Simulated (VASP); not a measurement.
A run of VASP 6.6.1:

File INCAR:

```
SYSTEM = Re
  ALGO = Normal
  EDIFF = 1E-6
  ENCUT = 500
  GGA = RE
  GGA_COMPAT = .False.
  ISIF = 2
  ISMEAR = -1
  LASPH = .True.
  LCHARG = .False.
  LREAL = .False.
  LWAVE = .False.
  NBANDS = 30
  NELM = 120
  PREC = Accurate
  SIGMA = 0.1
```

Contents of KPOINTS:

```
k-points
0
Gamma
  9 9 13
  0 0 0
```

The input POSCAR:

```
Re
1.0
    4.2709868528      0.0000000000      0.0000000000
   -2.1354934264      3.6987831137      0.0000000000
    0.0000000000      0.0000000000      2.6765419817
Re
3
Direct
    0.0000000000      0.0000000000      1.0000000000
    0.3333333333      0.6666666667      0.5000000000
    0.6666666667      0.3333333333      0.5000000000
```

Potentials or basis: VASP PAW PBE potentials, release 64 (Re_sv_GW).

Command:

```sh
$ cat potpaw_PBE.64/Re_sv_GW/POTCAR > POTCAR
$ mpirun -np 1 vasp_std > vasp.out
```

Hardware: 1 thread of Intel(R) Xeon(R) 6975P-C (Granite Rapids) (shared host).

Question: Estimate the wall time of this run.

Answer: It took 36 s on 1 thread of Intel(R) Xeon(R) 6975P-C (Granite Rapids), on a shared host, peak memory 0.21 GiB. Counts: scf iterations 13, k points 84.
